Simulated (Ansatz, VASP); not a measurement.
# Two plane-wave programs on Te

```
Te
1.0
     3.64351    0.00000    0.00000
    -1.82176    3.15537    0.00000
     0.00000    0.00000   11.46422
Te
4
Direct
  0.33333 0.66667 0.13353
  0.66667 0.33333 0.63353
  0.33333 0.66667 0.36647
  0.66667 0.33333 0.86647
```

Alike in both runs: functional PBE; k mesh 15 × 15 × 4; occupations gaussian, width 0.1 eV; no spin polarisation.

Ansatz relaxed the structure, and its values are those at the end. VASP's run is a single point on that final structure, the one shown.

|  | VASP | Ansatz |
| --- | --- | --- |
| version | VASP 6.6.1 | Ansatz 0.2.0 |
| potentials or method | VASP PAW PBE potentials, release 64 (Te), cutoff 520 eV | scalar-relativistic, plane waves, PAW |
| valence electrons in the cell | 24 | 64 |

```csv
,VASP,Ansatz,Ansatz less VASP
gap on the k mesh at the Fermi level (eV),none,none,-
pressure (GPa),0.0,0.0,-0.01
rms of the force components (eV/Å),0.009,0.001,-0.0079
```

A gap of «none» marks a metal or a gap that the smearing closes. With one functional, cell and mesh, what is left measures potentials, basis and numerics. VASP's potentials hold 24 valence electrons a cell and Ansatz's 64, so a difference there can come from the potentials and not from the codes.

Neither program's run includes spin-orbit coupling.
